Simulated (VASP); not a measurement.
# SnSe (Fm-3m) in VASP: notebook

SnSe is run at these levels: LDA; tasks: electric field gradients.

Program: VASP 6.6.1. These are calculated values, not measurements. Logs are shortened: lines on timing, memory, paths and dates and some standing lists are left out, and cuts for length are marked.

### 1 The cell of the first run

The structure is cubic, space group Fm-3m (No. 225). Conventional cell: a = 5.939 Å, b = 5.939 Å, c = 5.939 Å, α = 90.00°, β = 90.00°, γ = 90.00°. Sn (site symmetry m-3m) has 6 Se at 2.97 Å within 3.9 Å. Within 3.9 Å of Se (site symmetry m-3m) lie 6 Sn at 2.97 Å.

### 2 Electric field gradients, LDA (volume scaled by 0.96)

The input, INCAR:

```
  PREC = Accurate
  ENCUT = 520
  EDIFF = 1E-8
  ISMEAR = -1
  SIGMA = 0.02
  LREAL = F
  LASPH = T
  NELM = 100
  ALGO = Normal
  ISIF = 2
  LWAVE = F
  LCHARG = F
  LEFG = T
  NBANDS = 17
```

The input, KPOINTS:

```
regular mesh
0
Gamma
  9 9 9
```

The input, POSCAR:

```
SnSe
1.0
    0.0000000000      2.9693193375      2.9693193375
    2.9693193375      0.0000000000      2.9693193375
    2.9693193375      2.9693193375      0.0000000000
Sn Se
1 1
Direct
    0.0000000000      0.0000000000      0.0000000000
    0.5000000000      0.5000000000      0.5000000000
```

Potentials or basis: VASP PAW LDA potentials, release 64 (Sn_d, Se).

Launch:

```sh
$ cat potpaw_LDA.64/Sn_d/POTCAR potpaw_LDA.64/Se/POTCAR > POTCAR
$ mpirun -np 1 vasp_std > vasp.out
```

OUTCAR:

```text
PREC = Accurate
   ENCUT = 520
   EDIFF = 1E-8
   ISMEAR = -1
   LREAL = F
   LASPH = T
   NELM = 100
   ISIF = 2

 ion  position               nearest neighbor table
   1  0.000  0.000  0.000-   2 2.97   2 2.97   2 2.97   2 2.97   2 2.97   2 2.97
   2  0.500  0.500  0.500-   1 2.97   1 2.97   1 2.97   1 2.97   1 2.97   1 2.97

  LATTYP: Found a face centered cubic cell.
 ALAT       =     5.9386386750

  Lattice vectors:

 A1 = (   0.0000000000,   2.9693193375,   2.9693193375)
 A2 = (   2.9693193375,   0.0000000000,   2.9693193375)
 A3 = (   2.9693193375,   2.9693193375,   0.0000000000)

Analysis of symmetry for initial positions (statically):
=====================================================================
 Subroutine PRICEL returns:
 Original cell was already a primitive cell.

 Routine SETGRP: Setting up the symmetry group for a
 face centered cubic supercell.

 Subroutine GETGRP returns: Found 48 space group operations
 (whereof 48 operations were pure point group operations)
 out of a pool of 48 trial point group operations.

The static configuration has the point symmetry O_h .

Analysis of symmetry for dynamics (positions and initial velocities):
=====================================================================
 Subroutine PRICEL returns:
 Original cell was already a primitive cell.

 Routine SETGRP: Setting up the symmetry group for a
 face centered cubic supercell.

 Subroutine GETGRP returns: Found 48 space group operations
 (whereof 48 operations were pure point group operations)
 out of a pool of 48 trial point group operations.

The dynamic configuration has the point symmetry O_h .

 Subroutine INISYM returns: Found 48 space group operations
 (whereof 48 operations are pure point group operations),
 and found     1 'primitive' translations

----------------------------------------------------------------------------------------

                                     Primitive cell

  volume of cell :      52.3601

  direct lattice vectors                    reciprocal lattice vectors
     0.000000000  2.969319337  2.969319337    -0.168388760  0.168388760  0.168388760
     2.969319337  0.000000000  2.969319337     0.168388760 -0.168388760  0.168388760
     2.969319337  2.969319337  0.000000000     0.168388760  0.168388760 -0.168388760

  length of vectors
     4.199251678  4.199251678  4.199251678     0.291657887  0.291657887  0.291657887

  position of ions in fractional coordinates (direct lattice)
     0.000000000  0.000000000  0.000000000
     0.500000000  0.500000000  0.500000000

  ion indices of the primitive-cell ions
   primitive index   ion index
                 1           1
                 2           2

----------------------------------------------------------------------------------------

 KPOINTS: regular mesh

Automatic generation of k-mesh.
 Grid dimensions read from file:
 generate k-points for:    9    9    9

 Generating k-lattice:

  Cartesian coordinates                     Fractional coordinates (reciprocal lattice)
    -0.018709862  0.018709862  0.018709862     0.111111111  0.000000000  0.000000000
     0.018709862 -0.018709862  0.018709862     0.000000000  0.111111111  0.000000000
     0.018709862  0.018709862 -0.018709862     0.000000000  0.000000000  0.111111111

  Length of vectors
     0.032406432  0.032406432  0.032406432

  Shift w.r.t. Gamma in fractional coordinates (k-lattice)
     0.000000000  0.000000000  0.000000000

 Subroutine IBZKPT returns following result:
 ===========================================

 Found     35 irreducible k-points:

 Following reciprocal coordinates:
            Coordinates               Weight
  0.000000  0.000000  0.000000      1.000000
  0.111111  0.000000  0.000000      8.000000
  0.222222  0.000000  0.000000      8.000000
  0.333333  0.000000  0.000000      8.000000
  0.444444  0.000000  0.000000      8.000000
  0.111111  0.111111  0.000000      6.000000
[... 16 lines left out ...]
 -0.333333  0.333333  0.000000     12.000000
  0.444444  0.444444  0.000000      6.000000
 [... further k-points ...]
   k-points           NKPTS =     35   k-points in BZ     NKDIM =     35   number of bands    NBANDS=     17
   number of dos      NEDOS =    301   number of ions     NIONS =      2
   total plane-waves  NPLWV =  32768
   dimension x,y,z NGX =    32 NGY =   32 NGZ =   32
   dimension x,y,z NGXF=    64 NGYF=   64 NGZF=   64
   ions per type =               1   1
   NGX,Y,Z   is equivalent  to a cutoff of  12.67, 12.67, 12.67 a.u.
   NGXF,Y,Z  is equivalent  to a cutoff of  25.34, 25.34, 25.34 a.u.
 SYSTEM =  unknown system
   PREC   = accura    normal or accurate (medium, high low for compatibility)
   ISTART =      0    job   : 0-new  1-cont  2-samecut
   ICHARG =      2    charge: 1-file 2-atom 10-const
   ISPIN  =      1    spin polarized calculation?
   LNONCOLLINEAR =      F non collinear calculations
   LSORBIT =      F    spin-orbit coupling
   LASPH  =      T    aspherical Exc in radial PAW
   ENCUT  =  520.0 eV  38.22 Ry    6.18 a.u.   7.81  7.81  7.81*2*pi/ulx,y,z
   NELM   =    100;   NELMIN=  2; NELMDL= -5     # of ELM steps
   EDIFF  = 0.1E-07   stopping-criterion for ELM
   LREAL  =      F    real-space projection
   EDIFFG = 0.1E-06   stopping-criterion for IOM
   NSW    =      0    number of steps for IOM
   IBRION =     -1    ionic relax: 0-MD 1-quasi-New 2-CG
   NFREE  =      0    steps in history (QN), initial steepest desc. (CG)
   ISIF   =      2    stress and relaxation
   ISYM   =      2    0-nonsym 1-usesym 2-fastsym
   POTIM  = 0.5000    time-step for ionic-motion
   TEBEG  =    0.0;   TEEND  =   0.0 temperature during run
   PSTRESS=    0.0 pullay stress
   NELECT =      20.0000    total number of electrons
   NUPDOWN=      -1.0000    fix difference up-down
   EMIN   =  10.00;   EMAX   =-10.00  energy-range for DOS
   EFERMI =   0.00;   METHOD = LEGACY
   ISMEAR =    -1;   SIGMA  =   0.02  broadening in eV -4-tet -1-fermi 0-gaus
   EFERMI_NEDOS =   21; number of points for ismear=-14 and -15
   IALGO  =     38    algorithm
   IMIX   =      4    mixing-type and parameters
     AMIX     =   0.40;   BMIX     =  1.00
     AMIX_MAG =   1.60;   BMIX_MAG =  1.00
  volume/ion in A,a.u.               =      26.18       176.67
  Fermi-wavevector in a.u.,A,eV,Ry     =   1.187822  2.244658 19.196738  1.410920
  Thomas-Fermi vector in A             =   2.323965
   LORBIT       =      0    0 simple, 1 ext, 2 COOP (PROOUT), +10 PAW based schemes
   GGA     = CA    functional components
   LHFCALC =     F    Hartree Fock is set to
   AEXX    =    0.0000 exact exchange contribution
   IVDW    =     0    specifies the selected vdW correction
   LEPSILON=     F    determine dielectric tensor
   LRPA    =     F    only Hartree local field effects (RPA)
 non-spin polarized calculation
  energy-cutoff  :      520.00
  volume of cell :       52.36
 maximum number of plane-waves:      1422
   NGX = 15   NGY = 15   NGZ = 15

 number of electron      20.0000008 magnetization

 Free energy of the ion-electron system (eV)
  ---------------------------------------------------
  ext. energy  EPLUGINS =         0.00000000
  ---------------------------------------------------
  free energy    TOTEN  =        -9.49878154 eV

  energy without entropy =       -9.49878133  energy(sigma->0) =       -9.49878143

 E-fermi :   6.1088     XC(G=0): -10.0629

 val. band max:        5.8681641677   @ k =  -0.3333   0.1111   0.0000
 cond. band min:       6.3494230584   @ k =  -0.3333   0.1111   0.0000
 fundamental gap:      0.4812588907
 Fermi energy:         6.1087960195

 k-point     1 :       0.0000    0.0000    0.0000
  band No.  band energies     occupation
      1     -15.5978      2.00000
      2     -15.5978      2.00000
      3     -15.5941      2.00000
      4     -15.5941      2.00000
      5     -15.5941      2.00000
      6      -8.2562      2.00000
[... 9 lines left out ...]
     16      11.7114      0.00000
     17      13.9563      0.00000

 k-point     2 :       0.1111    0.0000    0.0000
  band No.  band energies     occupation
      1     -15.5987      2.00000
      2     -15.5987      2.00000
      3     -15.5938      2.00000
      4     -15.5926      2.00000
      5     -15.5926      2.00000
      6      -8.1621      2.00000
[... 9 lines left out ...]
     16      12.0211      0.00000
     17      14.9935      0.00000
[... 421 lines left out ...]
 k-point    24 :       0.4444    0.4444    0.0000
  band No.  band energies     occupation
      1     -15.6327      2.00000
      2     -15.6020      2.00000
      3     -15.5888      2.00000
      4     -15.5733      2.00000
      5     -15.5733      2.00000
      6      -6.9598      2.00000
[... 9 lines left out ...]
     16      17.8612      0.00000
     17      18.6688      0.00000

 [... further k-points ...]

------------------------ aborting loop because EDIFF is reached ----------------------------------------

  FORCE on cell =-STRESS in cart. coord.  units (eV):
  Direction    XX          YY          ZZ          XY          YZ          ZX
  --------------------------------------------------------------------------------------
  -------------------------------------------------------------------------------------
  Total       -0.3684738     -0.3684738     -0.3684738      0.0000000      0.0000000     -0.0000000
  in kB      -11.2749968    -11.2749968    -11.2749968      0.0000000      0.0000000     -0.0000000
  external PRESSURE =     -11.2749968 kB  Pullay stress =       0.0000000 kB

 VOLUME and BASIS-vectors are now :
 -----------------------------------------------------------------------------
  energy-cutoff  :      520.00
  volume of cell :       52.36
      direct lattice vectors                 reciprocal lattice vectors
     0.000000000  2.969319337  2.969319337    -0.168388760  0.168388760  0.168388760
     2.969319337  0.000000000  2.969319337     0.168388760 -0.168388760  0.168388760
     2.969319337  2.969319337  0.000000000     0.168388760  0.168388760 -0.168388760

 POSITION                                       TOTAL-FORCE (eV/Angst)
 -----------------------------------------------------------------------------------
      0.00000      0.00000      0.00000         0.000000     -0.000000      0.000000
      2.96932      2.96932      2.96932        -0.000000      0.000000     -0.000000
 -----------------------------------------------------------------------------------
    total drift:                                0.000000     -0.000000     -0.000000

  FREE ENERGIE OF THE ION-ELECTRON SYSTEM (eV)
  ---------------------------------------------------
  free  energy   TOTEN  =        -9.4987815351 eV

  energy  without entropy=       -9.4987813307  energy(sigma->0) =       -9.49878143

 Electric field gradients (V/A^2)
---------------------------------------------------------------------
 ion       V_xx      V_yy      V_zz      V_xy      V_xz      V_yz
---------------------------------------------------------------------
   1      -0.000    -0.000    -0.000     0.002     0.002     0.002
   2      -0.000     0.000     0.000     0.000     0.000     0.000
---------------------------------------------------------------------

 Electric field gradients after diagonalization (V/A^2)
 (convention: |V_zz| > |V_xx| > |V_yy|)
----------------------------------------------------------------------
 ion       V_xx      V_yy      V_zz     asymmetry (V_yy - V_xx)/ V_zz
----------------------------------------------------------------------
   1      -0.002    -0.002     0.005       0.000
   2      -0.000    -0.000     0.001       0.000
----------------------------------------------------------------------

           NMR quadrupolar parameters

 Cq : quadrupolar parameter    Cq=e*Q*V_zz/h
 eta: asymmetry parameters     (V_yy - V_xx)/ V_zz
 Q  : nuclear electric quadrupole moment in mb (millibarn)
----------------------------------------------------------------------
 ion       Cq(MHz)       eta       Q (mb)
----------------------------------------------------------------------
   1       0.000       0.000       1.000
   2       0.000       0.000       1.000
----------------------------------------------------------------------
```

Wall time 11 s (1 thread of Intel Xeon 6975P-C, shared host); peak memory 0.17 GiB.

Results:

- Free energy: -9.4988 eV
- Pressure: -1.1 GPa

Caveat: this odd mesh misses L, where the gap lies, so gap, dielectric constants and Born charges aren't listed; without QUAD_EFG the Cq values of the log hold for a quadrupole moment of 1 mb, not for the nuclei; spin-orbit coupling is left out, which moves the levels of the heavy elements.

(Continued in part 2 of 3.)
